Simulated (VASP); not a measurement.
# Mg3Cd2Te3 (R-3m) in VASP: single point with PBE

Aim: the single point of Mg3Cd2Te3 with PBE.

Everything below comes from runs of VASP 6.6.1. Logs are shortened: lines on timing, memory, paths and dates and some standing lists are left out, and cuts for length are marked.

### Step 1. The cell of the first run

Symmetry: R-3m, No. 166, trigonal system. Conventional cell: a = 5.957 Å, b = 5.957 Å, c = 26.158 Å, α = 90.00°, β = 90.00°, γ = 120.00°. Within 3.9 Å of Mg (site symmetry 2/m) lie 2 Te at 2.98 Å and 4 Mg at 2.98 Å and 2 Cd at 3.23 Å. Cd (site symmetry 3m) has 4 Te at 2.99 to 3.45 Å and 3 Mg at 3.23 Å within 3.9 Å. Te (site symmetry 3m) has 4 Cd at 2.99 to 3.45 Å and 1 Te at 2.99 Å within 3.9 Å. Te (site symmetry -3m) has 6 Mg at 2.98 Å and 2 Te at 2.99 Å within 3.9 Å.

The cell was built from a structure type or drawn by symmetry, and may not be a known phase.

### Step 2. Single point, PBE

File INCAR:

```
  PREC = Accurate
  ENCUT = 520
  EDIFF = 1E-6
  ISMEAR = 0
  SIGMA = 0.2
  LREAL = False
  LASPH = True
  NELM = 60
  ALGO = Normal
  ISIF = 2
  LWAVE = False
  LCHARG = False
  GGA = PE
  NBANDS = 34
```

File KPOINTS:

```
Automatic mesh
0
Gamma
  3 3 3
```

File POSCAR:

```
Mg3Cd2Te3
1.0
    2.9784871564      1.7196303615      8.7194160474
   -2.9784871564      1.7196303615      8.7194160474
    0.0000000000     -3.4392607231      8.7194160474
Mg Cd Te
3 2 3
Direct
    0.0000000000      0.0000000000      0.5000000000
    0.5000000000      0.0000000000      0.0000000000
    0.0000000000      0.5000000000      0.0000000000
    0.7287058820      0.7287058820      0.7287058820
    0.2712941180      0.2712941180      0.2712941180
    0.3855694787      0.3855694787      0.3855694787
    0.6144305213      0.6144305213      0.6144305213
    0.5000000000      0.5000000000      0.5000000000
```

Potentials or basis: VASP PAW PBE potentials, release 64 (Mg, Cd, Te).

On the command line:

```console
$ cat potpaw_PBE.64/Mg/POTCAR potpaw_PBE.64/Cd/POTCAR potpaw_PBE.64/Te/POTCAR > POTCAR
$ mpirun -np 1 vasp_std > vasp.out
```

OUTCAR:

```text
PREC = Accurate
   ENCUT = 520
   EDIFF = 1E-6
   ISMEAR = 0
   LREAL = False
   LASPH = True
   NELM = 60
   ISIF = 2
   GGA = PE

 ion  position               nearest neighbor table
   1  0.000  0.000  0.500-   8 2.98   8 2.98   3 2.98   2 2.98   2 2.98   3 2.98   4 3.23   5 3.23

   2  0.500  0.000  0.000-   3 2.98   3 2.98   1 2.98   8 2.98   1 2.98   8 2.98   4 3.23   5 3.23

   3  0.000  0.500  0.000-   2 2.98   2 2.98   1 2.98   1 2.98   8 2.98   8 2.98   4 3.23   5 3.23

   4  0.729  0.729  0.729-   7 2.99   1 3.23   3 3.23   2 3.23   6 3.45   6 3.45   6 3.45
   5  0.271  0.271  0.271-   6 2.99   1 3.23   3 3.23   2 3.23   7 3.45   7 3.45   7 3.45
   6  0.386  0.386  0.386-   5 2.99   8 2.99   4 3.45   4 3.45   4 3.45
   7  0.614  0.614  0.614-   4 2.99   8 2.99   5 3.45   5 3.45   5 3.45
   8  0.500  0.500  0.500-   1 2.98   1 2.98   2 2.98   2 2.98   3 2.98   3 2.98   6 2.99   7 2.99

  LATTYP: Found a trigonal (rhomboedric) cell.
 ALAT       =     9.3731921205
 COS(alpha) =     0.7980488077

  Lattice vectors:

 A1 = (   2.9784871564,   1.7196303615,   8.7194160474)
 A2 = (  -2.9784871564,   1.7196303615,   8.7194160474)
 A3 = (   0.0000000000,  -3.4392607231,   8.7194160474)

Analysis of symmetry for initial positions (statically):
=====================================================================
 Subroutine PRICEL returns:
 Original cell was already a primitive cell.

 Routine SETGRP: Setting up the symmetry group for a
 trigonal (rhombohedral) supercell.

 Subroutine GETGRP returns: Found 12 space group operations
 (whereof 12 operations were pure point group operations)
 out of a pool of 12 trial point group operations.

The static configuration has the point symmetry D_3d.

Analysis of symmetry for dynamics (positions and initial velocities):
=====================================================================
 Subroutine PRICEL returns:
 Original cell was already a primitive cell.

 Routine SETGRP: Setting up the symmetry group for a
 trigonal (rhombohedral) supercell.

 Subroutine GETGRP returns: Found 12 space group operations
 (whereof 12 operations were pure point group operations)
 out of a pool of 12 trial point group operations.

The dynamic configuration has the point symmetry D_3d.

 Subroutine INISYM returns: Found 12 space group operations
[... 93 lines left out ...]
   NSW    =      0    number of steps for IOM
   IBRION =     -1    ionic relax: 0-MD 1-quasi-New 2-CG
   NFREE  =      0    steps in history (QN), initial steepest desc. (CG)
   ISIF   =      2    stress and relaxation
   ISYM   =      2    0-nonsym 1-usesym 2-fastsym
   POTIM  = 0.5000    time-step for ionic-motion
   TEBEG  =    0.0;   TEEND  =   0.0 temperature during run
   PSTRESS=    0.0 pullay stress
   NELECT =      48.0000    total number of electrons
   NUPDOWN=      -1.0000    fix difference up-down
   EMIN   =  10.00;   EMAX   =-10.00  energy-range for DOS
   EFERMI =   0.00;   METHOD = LEGACY
   ISMEAR =     0;   SIGMA  =   0.20  broadening in eV -4-tet -1-fermi 0-gaus
   EFERMI_NEDOS =   21; number of points for ismear=-14 and -15
   IALGO  =     38    algorithm
   IMIX   =      4    mixing-type and parameters
     AMIX     =   0.40;   BMIX     =  1.00
     AMIX_MAG =   1.60;   BMIX_MAG =  1.00
  volume/ion in A,a.u.               =      33.49       226.04
  Fermi-wavevector in a.u.,A,eV,Ry     =   0.922852  1.743938 11.587482  0.851656
  Thomas-Fermi vector in A             =   2.048424
   LORBIT       =      0    0 simple, 1 ext, 2 COOP (PROOUT), +10 PAW based schemes
   GGA     = PE    functional components
   LHFCALC =     F    Hartree Fock is set to
   AEXX    =    0.0000 exact exchange contribution
   IVDW    =     0    specifies the selected vdW correction
   LEPSILON=     F    determine dielectric tensor
   LRPA    =     F    only Hartree local field effects (RPA)
 non-spin polarized calculation
 Gauss-broadening in eV      SIGMA  =   0.20
  energy-cutoff  :      520.00
  volume of cell :      267.96
 maximum number of plane-waves:      7245
 NGX is ok and might be reduce to    70
   NGX = 35   NGY = 35   NGZ = 35

 number of electron      48.0000006 magnetization

 Free energy of the ion-electron system (eV)
  ---------------------------------------------------
  ext. energy  EPLUGINS =         0.00000000
  ---------------------------------------------------
  free energy    TOTEN  =       -15.14836067 eV

  energy without entropy =      -15.06161090  energy(sigma->0) =      -15.10498578

 E-fermi :   2.6181     XC(G=0):  -8.1154

 val. band max:        2.6086204149   @ k =   0.3333   0.3333   0.3333
 cond. band min:       2.7398663206   @ k =   0.3333   0.3333  -0.0000
 fundamental gap:      0.1312459057
 Fermi energy:         2.6181018515

 k-point     1 :       0.0000    0.0000    0.0000
  band No.  band energies     occupation
      1     -10.0204      2.00000
      2      -8.1708      2.00000
      3      -7.8304      2.00000
      4      -6.0096      2.00000
      5      -5.9627      2.00000
      6      -5.9627      2.00000
[... 211 lines left out ...]
     33       6.3818      0.00000
     34       6.4760      0.00000

------------------------ aborting loop because EDIFF is reached ----------------------------------------

  FORCE on cell =-STRESS in cart. coord.  units (eV):
  Direction    XX          YY          ZZ          XY          YZ          ZX
  --------------------------------------------------------------------------------------
  -------------------------------------------------------------------------------------
  Total       -0.6839097     -0.6839097     -0.6481535      0.0000000      0.0000000     -0.0000000
  in kB       -4.0892143     -4.0892143     -3.8754217      0.0000000      0.0000000     -0.0000000
  external PRESSURE =      -4.0179501 kB  Pullay stress =       0.0000000 kB

 VOLUME and BASIS-vectors are now :
 -----------------------------------------------------------------------------
  energy-cutoff  :      520.00
  volume of cell :      267.96
      direct lattice vectors                 reciprocal lattice vectors
     2.978487156  1.719630361  8.719416047     0.167870457  0.096920054  0.038228860
    -2.978487156  1.719630361  8.719416047    -0.167870457  0.096920054  0.038228860
     0.000000000 -3.439260723  8.719416047     0.000000000 -0.193840107  0.038228860

 POSITION                                       TOTAL-FORCE (eV/Angst)
 -----------------------------------------------------------------------------------
      0.00000     -1.71963      4.35971         0.000000     -0.000000      0.000000
      1.48924      0.85982      4.35971        -0.000000     -0.000000      0.000000
     -1.48924      0.85982      4.35971         0.000000     -0.000000      0.000000
      0.00000     -0.00000     19.06167         0.000000      0.000000     -0.022693
      0.00000     -0.00000      7.09658         0.000000     -0.000000      0.022693
      0.00000     -0.00000     10.08582         0.000000     -0.000000      0.026074
      0.00000     -0.00000     16.07243         0.000000      0.000000     -0.026074
      0.00000     -0.00000     13.07912         0.000000      0.000000      0.000000
 -----------------------------------------------------------------------------------
    total drift:                               -0.000000      0.000000     -0.000000

  FREE ENERGIE OF THE ION-ELECTRON SYSTEM (eV)
  ---------------------------------------------------
  free  energy   TOTEN  =       -15.1483606686 eV

  energy  without entropy=      -15.0616108967  energy(sigma->0) =      -15.10498578
```

stdout:

```text
POSCAR found type information on POSCAR MgCdTe
 POSCAR found :  3 types and       8 ions
 scaLAPACK will be used
 LDA part: xc-table for (Slater+PW92), standard interpolation
 POSCAR, INCAR and KPOINTS ok, starting setup
 FFT: planning ... GRIDC
 FFT: planning ... GRID_SOFT
 FFT: planning ... GRID
 WAVECAR not read
 entering main loop
```

It took 4.3 min on 1 thread of Intel Xeon 8259CL, shared host; peak memory 0.72 GiB.

Results:

```yaml
Free_energy: -15.1484 eV
Pressure: -0.4 GPa
Largest_force: 0.026 eV/Å
Band_gap_on_the_k_mesh: zero (bands 24 and 25 overlap by 0.33 eV)
```

Forces in eV/Å, atoms in the order of the input:
```
Mg   0.000  0.000  0.000
Mg   0.000  0.000  0.000
Mg   0.000  0.000  0.000
Cd   0.000  0.000 -0.023
Cd   0.000  0.000  0.023
Te   0.000  0.000  0.026
Te   0.000  0.000 -0.026
Te   0.000  0.000  0.000
```

Caveat: the k points lie up to 0.41 Å⁻¹ apart; semilocal functionals underestimate gaps, so a narrow gap can read as zero; spin-orbit coupling is left out, which moves the levels of the heavy elements.
